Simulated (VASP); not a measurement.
# CaO in VASP: a series of runs, part 2 of 2

VASP 6.6.1.

## Step 3: Single point, PBE (shear xy strain -0.5%)

INCAR reads:

```
SYSTEM = CaO
ALGO     = Normal         ! electronic algorithm
EDIFF    = 1E-6           ! SCF threshold, eV
ENCUT    = 520            ! plane-wave cutoff, eV
GGA      = PE             ! functional
ISIF     = 2              ! what is computed and relaxed
ISMEAR   = -1             ! smearing method
LASPH    = .True.         ! aspherical terms in the spheres
LCHARG   = .True.         ! write CHGCAR
LELF     = .True.         ! ELF
LREAL    = .False.        ! projectors in reciprocal space
LVHAR    = .True.       
LWAVE    = .False.        ! write WAVECAR
NBANDS   = 15             ! bands
NELM     = 60             ! most SCF steps
PREC     = Accurate       ! precision mode
SIGMA    = 0.02           ! smearing width, eV
```

KPOINTS reads:

```
k-points
0
Gamma
  10 10 10
  0 0 0
```

POSCAR reads:

```
CaO
1.0
   -0.0059938756      2.3975502232      2.3975502232
    2.3975502232     -0.0059938756      2.3975502232
    2.3915563477      2.3915563477      0.0000000000
Ca O
1 1
Direct
    0.0000000000      0.0000000000      0.0000000000
    0.5000000000      0.5000000000      0.5000000000
```

Potentials or basis: VASP PAW PBE potentials, release 64 (Ca_sv, O).

Run with:

```
> cat potpaw_PBE.64/Ca_sv/POTCAR potpaw_PBE.64/O/POTCAR > POTCAR
> mpirun -np 1 vasp_std > vasp.out
```

OUTCAR:

```text
SYSTEM = CaO
   EDIFF = 1E-6
   ENCUT = 520
   GGA = PE
   ISIF = 2
   ISMEAR = -1
   LASPH = .True.
   LREAL = .False.
   NELM = 60
   PREC = Accurate

 ion  position               nearest neighbor table
   1  0.000  0.000  0.000-   2 2.40   2 2.40   2 2.40   2 2.40   2 2.40   2 2.40
   2  0.500  0.500  0.500-   1 2.40   1 2.40   1 2.40   1 2.40   1 2.40   1 2.40

  LATTYP: Found a body centered orthorhombic cell.
 ALAT       =     3.3821714221
 B/A-ratio  =     1.0050125313
 C/A-ratio  =     1.4177579572

  Lattice vectors:

 A1 = (   0.0059938756,  -2.3975502232,  -2.3975502232)
 A2 = (  -0.0059938755,   2.3975502233,  -2.3975502232)
 A3 = (   2.3975502232,  -0.0059938756,   2.3975502232)

Analysis of symmetry for initial positions (statically):
=====================================================================
 Subroutine PRICEL returns:
 Original cell was already a primitive cell.

 Routine SETGRP: Setting up the symmetry group for a
 body centered orthorhombic supercell.

 Subroutine GETGRP returns: Found  8 space group operations
 (whereof  8 operations were pure point group operations)
 out of a pool of  8 trial point group operations.

The static configuration has the point symmetry D_2h.

Analysis of symmetry for dynamics (positions and initial velocities):
=====================================================================
 Subroutine PRICEL returns:
 Original cell was already a primitive cell.

 Routine SETGRP: Setting up the symmetry group for a
 body centered orthorhombic supercell.

 Subroutine GETGRP returns: Found  8 space group operations
 (whereof  8 operations were pure point group operations)
 out of a pool of  8 trial point group operations.

The dynamic configuration has the point symmetry D_2h.

 Subroutine INISYM returns: Found  8 space group operations
 (whereof  8 operations are pure point group operations),
 and found     1 'primitive' translations

[... 116 lines left out ...]
  Fermi-wavevector in a.u.,A,eV,Ry     =   1.365646  2.580696 25.374702  1.864988
  Thomas-Fermi vector in A             =   2.491856
   LORBIT       =      0    0 simple, 1 ext, 2 COOP (PROOUT), +10 PAW based schemes
   GGA     = PE    functional components
   LHFCALC =     F    Hartree Fock is set to
   AEXX    =    0.0000 exact exchange contribution
   IVDW    =     0    specifies the selected vdW correction
   LEPSILON=     F    determine dielectric tensor
   LRPA    =     F    only Hartree local field effects (RPA)
 non-spin polarized calculation
  energy-cutoff  :      520.00
  volume of cell :       27.56
 maximum number of plane-waves:       757
 NGX is ok and might be reduce to    28
   NGX = 13   NGY = 13   NGZ = 13

 number of electron      15.9999997 magnetization

 Free energy of the ion-electron system (eV)
  ---------------------------------------------------
  ext. energy  EPLUGINS =         0.00000000
  ---------------------------------------------------
  free energy    TOTEN  =       -12.79754183 eV

  energy without entropy =      -12.79754183  energy(sigma->0) =      -12.79754183

 E-fermi :   2.9362     XC(G=0): -10.5098

 val. band max:        2.3990314698   @ k =   0.0000   0.0000   0.0000
 cond. band min:       6.0235504605   @ k =   0.5000   0.5000   0.0000
 fundamental gap:      3.6245189906
 Fermi energy:         2.9361625895

 k-point     1 :       0.0000    0.0000    0.0000
  band No.  band energies     occupation
      1     -35.2181      2.00000
      2     -15.9770      2.00000
      3     -15.9767      2.00000
      4     -15.9765      2.00000
      5     -13.1554      2.00000
      6       2.3823      2.00000
      7       2.3905      2.00000
      8       2.3990      2.00000
      9       7.1608      0.00000
     10       8.6079      0.00000
     11       8.6330      0.00000
     12       8.6581      0.00000
     13      10.1491      0.00000
     14      10.1492      0.00000
[... 401 lines left out ...]
      2     -16.6400      2.00000
      3     -16.1817      2.00000
      4     -16.1513      2.00000
      5     -12.6252      2.00000
      6       0.7074      2.00000
      7       1.8264      2.00000
      8       1.9478      2.00000
      9       6.6962      0.00000
     10      10.0902      0.00000
     11      11.2071      0.00000
     12      11.2920      0.00000
     13      11.4361      0.00000
     14      13.2609      0.00000
     15      18.0549      0.00000

 [... further k-points ...]
[... 5 lines left out ...]
  --------------------------------------------------------------------------------------
  -------------------------------------------------------------------------------------
  Total        0.5252527      0.5252527      0.5248677      0.0649899     -0.0000000     -0.0000000
  in kB       30.5315192     30.5315192     30.5091419      3.7776857     -0.0000000     -0.0000000
  external PRESSURE =      30.5240601 kB  Pullay stress =       0.0000000 kB

 VOLUME and BASIS-vectors are now :
 -----------------------------------------------------------------------------
  energy-cutoff  :      520.00
  volume of cell :       27.56
      direct lattice vectors                 reciprocal lattice vectors
    -0.005993876  2.397550223  2.397550223    -0.208026140  0.208026140  0.208546205
     2.397550223 -0.005993876  2.397550223     0.208026140 -0.208026140  0.208546205
     2.391556348  2.391556348  0.000000000     0.209068877  0.209068877 -0.208546205

 POSITION                                       TOTAL-FORCE (eV/Angst)
 -----------------------------------------------------------------------------------
      0.00000      0.00000      0.00000        -0.000000     -0.000000      0.000000
      2.39156      2.39156      2.39755         0.000000      0.000000      0.000000
 -----------------------------------------------------------------------------------
    total drift:                                0.000000      0.000000      0.000000

  FREE ENERGIE OF THE ION-ELECTRON SYSTEM (eV)
  ---------------------------------------------------
  free  energy   TOTEN  =       -12.7975418268 eV

  energy  without entropy=      -12.7975418268  energy(sigma->0) =      -12.79754183
```

Run time: 41 s. Hardware: 1 thread of Intel Xeon Platinum 8488C (Sapphire Rapids), shared host; peak memory 0.21 GiB.

Results:

```yaml
Free_energy: -12.7975 eV
Pressure: 3.1 GPa
Band_gap_on_the_k_mesh: 3.62 eV (least direct gap 3.99 eV)
```

Caveat: the cell differs from its parent crystal (shear xy strain -0.5%); the cell stands under pressure.

## Step 4: Single point, r2SCAN (biaxial xy strain +3.2%)

POSCAR reads:

```
CaO
1.0
    0.0000000000      2.4735525653      2.3975502232
    2.4735525653      0.0000000000      2.3975502232
    2.4735525653      2.4735525653      0.0000000000
Ca O
1 1
Direct
    0.0000000000      0.0000000000      0.0000000000
    0.5000000000      0.5000000000      0.5000000000
```

INCAR.step1 reads:

```
SYSTEM = CaO
PREC = Accurate ; ENCUT = 520
ISMEAR = 0 ; SIGMA = 0.01
LREAL = .FALSE. ; LASPH = .TRUE.
NELM = 80 ; NBANDS = 15
GGA = PE ; ALGO = Normal
EDIFF = 1E-4 ; LWAVE = .TRUE.
LCHARG = .FALSE.
```

INCAR.step2 reads:

```
SYSTEM = CaO
PREC = Accurate ; ENCUT = 520
EDIFF = 1E-6 ; ISMEAR = 0
SIGMA = 0.01 ; LREAL = .FALSE.
LASPH = .TRUE. ; NELM = 80
ALGO = Normal ; ISIF = 2
LWAVE = .FALSE. ; LCHARG = .FALSE.
METAGGA = R2SCAN ; LMIXTAU = .TRUE.
NBANDS = 15 ; ISTART = 1
```

KPOINTS reads:

```
regular mesh
0
G
  10 10 10
  0 0 0
```

Run with:

```
> cat potpaw_PBE.64/Ca_sv/POTCAR potpaw_PBE.64/O/POTCAR > POTCAR
> cp INCAR.step1 INCAR
> mpirun -np 1 vasp_std > vasp.out
> cp INCAR.step2 INCAR
> mpirun -np 1 vasp_std > vasp.out
```

It took 1.8 min on 1 thread of Intel Xeon Platinum 8488C (Sapphire Rapids), shared host; peak memory 0.19 GiB.

The run converged. Its results:

```yaml
Free_energy: -19.4201 eV
Pressure: -5.4 GPa
Band_gap_on_the_k_mesh: 4.08 eV (least direct gap 4.56 eV)
```

Stress tensor (GPa, compression positive):
```
-6.80  0.00  0.00
 0.00 -6.80  0.00
 0.00  0.00 -2.53
```

Levels at points of the mesh, in eV from the valence-band top:
```tsv
k point	band 4	band 5	band 6	band 7	band 8	band 9	band 10	band 11	band 12	band 13
(0.00, 0.00, 0.00)	-19.24	-16.41	-0.06	-0.06	0.00	4.90	6.61	6.61	6.80	8.03
(0.50, 0.00, 0.00)	-19.28	-15.36	-2.52	-1.14	-1.13	7.39	8.69	8.72	8.73	10.54
(0.50, 0.50, 0.00)	-19.47	-16.19	-1.24	-0.48	-0.48	4.08	8.35	9.27	9.83	9.83
(0.50, 0.00, 0.50)	-19.43	-16.20	-1.41	-0.42	-0.37	4.19	8.28	9.30	9.70	9.91
```

Caveat: the cell differs from its parent crystal (biaxial xy strain +3.2%); the cell stands under tension; the PAW data sets were made with another functional, which shifts forces and pressure a little. A k mesh can miss the band edges.

## Step 5: Single point, r2SCAN (shear xy strain -0.5%)

POSCAR reads:

```
CaO
1.0
   -0.0059938756      2.3975502232      2.3975502232
    2.3975502232     -0.0059938756      2.3975502232
    2.3915563477      2.3915563477      0.0000000000
Ca O
1 1
Direct
    0.0000000000      0.0000000000      0.0000000000
    0.5000000000      0.5000000000      0.5000000000
```

INCAR.step1 reads:

```
  PREC = Accurate
  ENCUT = 520
  ISMEAR = 0
  SIGMA = 0.01
  LREAL = False
  LASPH = True
  NELM = 60
  NBANDS = 15
  GGA = PE
  ALGO = Normal
  EDIFF = 1E-4
  LWAVE = True
  LCHARG = False
```

INCAR.step2 reads:

```
  PREC = Accurate
  ENCUT = 520
  EDIFF = 1E-6
  ISMEAR = 0
  SIGMA = 0.01
  LREAL = False
  LASPH = True
  NELM = 60
  ALGO = Normal
  ISIF = 2
  LWAVE = False
  LCHARG = True
  METAGGA = R2SCAN
  LMIXTAU = True
  LELF = True
  LVHAR = True
  NBANDS = 15
  ISTART = 1
```

KPOINTS reads:

```
Automatic mesh
0
Gamma
  10 10 10
```

Potentials or basis: VASP PAW PBE potentials, release 64 (Ca_sv, O).

Run with:

```
> cat potpaw_PBE.64/Ca_sv/POTCAR potpaw_PBE.64/O/POTCAR > POTCAR
> cp INCAR.step1 INCAR
> mpirun -np 1 vasp_std > vasp.out
> cp INCAR.step2 INCAR
> mpirun -np 1 vasp_std > vasp.out
```

OUTCAR:

```text
PREC = Accurate
   ENCUT = 520
   EDIFF = 1E-6
   ISMEAR = 0
   LREAL = False
   LASPH = True
   NELM = 60
   ISIF = 2
   METAGGA = R2SCAN
   ISTART = 1

 ion  position               nearest neighbor table
   1  0.000  0.000  0.000-   2 2.40   2 2.40   2 2.40   2 2.40   2 2.40   2 2.40
   2  0.500  0.500  0.500-   1 2.40   1 2.40   1 2.40   1 2.40   1 2.40   1 2.40

  LATTYP: Found a body centered orthorhombic cell.
 ALAT       =     3.3821714221
 B/A-ratio  =     1.0050125313
 C/A-ratio  =     1.4177579572

[... 623 lines left out ...]

  FORCE on cell =-STRESS in cart. coord.  units (eV):
  Direction    XX          YY          ZZ          XY          YZ          ZX
  --------------------------------------------------------------------------------------
  -------------------------------------------------------------------------------------
  Total        0.1781849      0.1781849      0.1777973      0.0673397     -0.0000000     -0.0000000
  in kB       10.3574075     10.3574075     10.3348794      3.9142763     -0.0000000     -0.0000000
  external PRESSURE =      10.3498981 kB  Pullay stress =       0.0000000 kB

 VOLUME and BASIS-vectors are now :
 -----------------------------------------------------------------------------
  energy-cutoff  :      520.00
  volume of cell :       27.56
      direct lattice vectors                 reciprocal lattice vectors
    -0.005993876  2.397550223  2.397550223    -0.208026140  0.208026140  0.208546205
     2.397550223 -0.005993876  2.397550223     0.208026140 -0.208026140  0.208546205
     2.391556348  2.391556348  0.000000000     0.209068877  0.209068877 -0.208546205

 POSITION                                       TOTAL-FORCE (eV/Angst)
 -----------------------------------------------------------------------------------
      0.00000      0.00000      0.00000         0.000000      0.000000     -0.000000
      2.39156      2.39156      2.39755        -0.000000      0.000000      0.000000
 -----------------------------------------------------------------------------------
    total drift:                                0.000000      0.000000      0.000000

  FREE ENERGIE OF THE ION-ELECTRON SYSTEM (eV)
  ---------------------------------------------------
  free  energy   TOTEN  =       -19.4528743392 eV

  energy  without entropy=      -19.4528743392  energy(sigma->0) =      -19.45287434
```

Wall time 2.9 min (1 thread of Intel Xeon Platinum 8488C (Sapphire Rapids), shared host); peak memory 0.21 GiB.

Results:

| Item | Value |
| --- | --- |
| Free energy | -19.4529 eV |
| Pressure | 1.0 GPa |
| Band gap on the k mesh | 4.18 eV (least direct gap 4.55 eV) |

Stress tensor (GPa, compression positive):
```
1.04 0.39 0.00
0.39 1.04 0.00
0.00 0.00 1.03
```

Caveat: the cell differs from its parent crystal (shear xy strain -0.5%); the PAW data sets were made with another functional, which shifts forces and pressure a little. A k mesh can miss the band edges.

## Step 6: The runs side by side

```tsv
level	cell	smearing	gap on the mesh (eV)	pressure (GPa)
PBE	a = 3.445, b = 3.445, c = 3.498 Å, angles 59.5, 59.5, 61.0°, 2 atoms	fermi-dirac 0.02 eV	3.54	-3.2
PBE	a = 3.391, b = 3.391, c = 3.382 Å, angles 60.1, 60.1, 60.2°, 2 atoms	fermi-dirac 0.02 eV	3.62	3.1
r2SCAN	a = 3.445, b = 3.445, c = 3.498 Å, angles 59.5, 59.5, 61.0°, 2 atoms	gaussian 0.01 eV	4.08	-5.4
r2SCAN	a = 3.391, b = 3.391, c = 3.382 Å, angles 60.1, 60.1, 60.2°, 2 atoms	gaussian 0.01 eV	4.18	1.0
```

Alike in all rows: task single point; potentials or basis VASP PAW PBE potentials, release 64 (Ca_sv, O); no spin polarisation; k mesh 10 × 10 × 10; cutoff (eV) 520.

Caveats: the cell stands under tension (at least some runs); the PAW data sets were made with another functional, which shifts forces and pressure a little (at least some runs); the cell stands under pressure (at least some runs).

Total energies depend on the potentials used, so only differences within one code and one set of settings carry meaning.
